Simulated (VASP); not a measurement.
Input of a VASP 6.6.1 run:

The input INCAR:

```
PREC = Accurate
ENCUT = 600
EDIFF = 1E-7
ISMEAR = 0
SIGMA = 0.02
LREAL = F
LASPH = T
NELM = 100
ALGO = Normal
ISIF = 3
LWAVE = F
LCHARG = F
GGA = PE
IBRION = 2
NSW = 80
EDIFFG = -0.01
```

The input KPOINTS:

```
regular mesh
0
Gamma
  3 3 2
```

File POSCAR:

```
SiO2
1.0
    5.0605222284      0.0000000000      0.0000000000
   -2.5302611142      4.3825408062      0.0000000000
    0.0000000000      0.0000000000      5.5413533100
Si O
3 6
Direct
    0.0000000000      0.5000000000      0.3333333333
    0.5000000000      0.5000000000      0.6666666667
    0.5000000000      0.0000000000      0.0000000000
    0.5827892600      0.7913946300      0.8333333333
    0.7913946300      0.5827892600      0.5000000000
    0.7913946300      0.2086053700      0.1666666667
    0.4172107400      0.2086053700      0.8333333333
    0.2086053700      0.4172107400      0.5000000000
    0.2086053700      0.7913946300      0.1666666667
```

Potentials or basis: VASP PAW PBE potentials, release 64 (Si, O).

The run is started by

```console
$ cat potpaw_PBE.64/Si/POTCAR potpaw_PBE.64/O/POTCAR > POTCAR
$ mpirun -np 1 vasp_std > vasp.out
```

(1) Predict the space group after relaxing (to 0.05 Å).

(2) What does it give for the relaxed volume?

Results:

(1) P6_422 (No. 181).

(2) 14.00 Å³/atom.

Caveat: the k points lie up to 0.56 Å⁻¹ apart in the final cell.
